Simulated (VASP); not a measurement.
# Lu2AlN3 (P6/mmm) in VASP: notebook, part 3 of 3

VASP 6.6.1. The steps go on from the part before.

**5. Single point, PBE**

This run uses another cell than the first one, of 14.24 Å³/atom, 0.966 times its volume.

Contents of INCAR:

```
SYSTEM = Lu2AlN3
ALGO = Normal ; EDIFF = 1E-7
ENCUT = 520 ; GGA = PE
ISIF = 2 ; ISMEAR = 0
LASPH = .TRUE. ; LCHARG = .FALSE.
LREAL = .FALSE. ; LWAVE = .FALSE.
NBANDS = 43 ; NELM = 100
PREC = Accurate ; SIGMA = 0.1
```

Contents of KPOINTS:

```
k-points
0
G
  12 12 10
  0 0 0
```

Contents of POSCAR:

```
Lu2AlN3
1.0
    4.8442114973      0.0000000000      0.0000000000
   -2.4221057486      4.1952102180      0.0000000000
    0.0000000000      0.0000000000      4.2035488143
Lu Al N
2 1 3
Direct
    0.3333333333      0.6666666667      0.5000000000
    0.6666666667      0.3333333333      0.5000000000
    0.0000000000      0.0000000000      0.0000000000
    0.3333333333      0.6666666667      0.0000000000
    0.6666666667      0.3333333333      0.0000000000
    0.0000000000      0.0000000000      0.5000000000
```

Potentials or basis: VASP PAW PBE potentials, release 64 (Lu, Al, N).

The run is started by

```console
$ cat potpaw_PBE.64/Lu/POTCAR potpaw_PBE.64/Al/POTCAR potpaw_PBE.64/N/POTCAR > POTCAR
$ mpirun -np 1 vasp_std > vasp.out
```

OUTCAR:

```text
SYSTEM = Lu2AlN3
   EDIFF = 1E-7
   ENCUT = 520
   GGA = PE
   ISIF = 2
   ISMEAR = 0
   LASPH = .TRUE.
   LREAL = .FALSE.
   NELM = 100
   PREC = Accurate

 ion  position               nearest neighbor table
   1  0.333  0.667  0.500-   4 2.10   4 2.10   2 2.80   2 2.80   2 2.80   3 3.50   3 3.50   3 3.50
                             3 3.50   3 3.50   3 3.50
   2  0.667  0.333  0.500-   5 2.10   5 2.10   1 2.80   1 2.80   1 2.80   3 3.50   3 3.50   3 3.50
                             3 3.50   3 3.50   3 3.50
   3  0.000  0.000  0.000-   6 2.10   6 2.10   1 3.50   1 3.50   2 3.50   2 3.50   2 3.50   2 3.50
                             1 3.50   1 3.50   2 3.50   2 3.50   1 3.50   1 3.50
   4  0.333  0.667  0.000-   1 2.10   1 2.10
   5  0.667  0.333  0.000-   2 2.10   2 2.10
   6  0.000  0.000  0.500-   3 2.10   3 2.10

  LATTYP: Found a hexagonal cell.
 ALAT       =     4.8442114973
 C/A-ratio  =     0.8677467564

  Lattice vectors:

 A1 = (   4.8442114973,   0.0000000000,   0.0000000000)
 A2 = (  -2.4221057486,   4.1952102180,   0.0000000000)
 A3 = (   0.0000000000,   0.0000000000,   4.2035488143)

Analysis of symmetry for initial positions (statically):
=====================================================================
 Subroutine PRICEL returns:
[... 181 lines left out ...]

 val. band max:        4.5425448759   @ k =   0.1667  -0.0000   0.1000
 cond. band min:       4.5481684373   @ k =   0.3333   0.0833   0.0000
 fundamental gap:      0.0056235614
 Fermi energy:         4.5437331416

 k-point     1 :       0.0000    0.0000    0.0000
  band No.  band energies     occupation
      1     -51.7247      2.00000
      2     -51.5146      2.00000
      3     -23.2117      2.00000
      4     -23.2117      2.00000
      5     -22.1695      2.00000
      6     -22.1189      2.00000
[... 1093 lines left out ...]
     42       9.5748      0.00000
     43       9.6288      0.00000

 [... further k-points ...]
[... 5 lines left out ...]
  --------------------------------------------------------------------------------------
  -------------------------------------------------------------------------------------
  Total        0.0924340      0.0924340      0.7795781      0.0000000      0.0000000     -0.0000000
  in kB        1.7336029      1.7336029     14.6210078      0.0000000      0.0000000     -0.0000000
  external PRESSURE =       6.0294045 kB  Pullay stress =       0.0000000 kB

 VOLUME and BASIS-vectors are now :
 -----------------------------------------------------------------------------
  energy-cutoff  :      520.00
  volume of cell :       85.43
      direct lattice vectors                 reciprocal lattice vectors
     4.844211497  0.000000000  0.000000000     0.206431945  0.119183539  0.000000000
    -2.422105749  4.195210218  0.000000000     0.000000000  0.238367078  0.000000000
     0.000000000  0.000000000  4.203548814     0.000000000  0.000000000  0.237894228

 POSITION                                       TOTAL-FORCE (eV/Angst)
 -----------------------------------------------------------------------------------
     -0.00000      2.79681      2.10177         0.000000     -0.000000     -0.000000
      2.42211      1.39840      2.10177        -0.000000      0.000000      0.000000
      0.00000      0.00000      0.00000         0.000000     -0.000000      0.000000
     -0.00000      2.79681      0.00000        -0.000000      0.000000     -0.000000
      2.42211      1.39840      0.00000         0.000000      0.000000      0.000000
      0.00000      0.00000      2.10177         0.000000     -0.000000      0.000000
 -----------------------------------------------------------------------------------
    total drift:                                0.000000      0.000000     -0.000000

  FREE ENERGIE OF THE ION-ELECTRON SYSTEM (eV)
  ---------------------------------------------------
  free  energy   TOTEN  =       -35.5096303868 eV

  energy  without entropy=      -35.4894573189  energy(sigma->0) =      -35.49954385
```

stdout:

```text
POSCAR found type information on POSCAR LuAlN
 POSCAR found :  3 types and       6 ions
 scaLAPACK will be used
 LDA part: xc-table for (Slater+PW92), standard interpolation
 POSCAR, INCAR and KPOINTS ok, starting setup
 FFT: planning ... GRIDC
 FFT: planning ... GRID_SOFT
 FFT: planning ... GRID
 WAVECAR not read
 entering main loop
```

Wall time 5.9 min (1 thread of AMD EPYC 9R45 (Zen 5), shared host); peak memory 0.43 GiB.

Results:

| Property | Result |
| --- | --- |
| Free energy | -35.5096 eV |
| Pressure | 0.6 GPa |
| Band gap on the k mesh | zero (band 34 reaches 4.90 eV, above the bottom of band 35 at 3.70 eV) |

Stress tensor (GPa, compression positive):
```
0.17 0.00 0.00
0.00 0.17 0.00
0.00 0.00 1.46
```

Caveat: spin-orbit coupling is left out, which moves the levels of the heavy elements.

**6. Overview**

| task | cell | k mesh | cutoff (eV) | gap on the mesh (eV) | pressure (GPa) | relaxed volume (Å³/atom) |
| --- | --- | --- | --- | --- | --- | --- |
| single point | a = 4.969, b = 4.969, c = 4.135 Å, angles 90.0, 90.0, 120.0°, 6 atoms | 6 × 6 × 4 | 520 | none | 0.6 | - |
| relaxation of cell and atoms | relaxed from a = 5.814, b = 5.814, c = 3.894 Å, angles 90.0, 90.0, 120.0°, 6 atoms | 3 × 3 × 4 | 600 | none | -0.2 | 14.53 |
| relaxation of cell and atoms | relaxed from a = 4.921, b = 4.921, c = 4.154 Å, angles 90.0, 90.0, 120.0°, 6 atoms | 6 × 6 × 4 | 600 | none | 0.1 | 14.61 |
| single point | a = 4.844, b = 4.844, c = 4.204 Å, angles 90.0, 90.0, 120.0°, 6 atoms | 12 × 12 × 10 | 520 | none | 0.6 | - |

Alike in all rows: level PBE; potentials or basis VASP PAW PBE potentials, release 64 (Lu, Al, N); no spin polarisation; smearing gaussian 0.1 eV.

Caveats: some runs use coarse meshes; spin-orbit coupling is left out, which moves the levels of the heavy elements; the volume moved by over 15 % at a fixed basis, so the end points are rough (some runs).

Absolute energies hang on the potentials; compare differences alone.
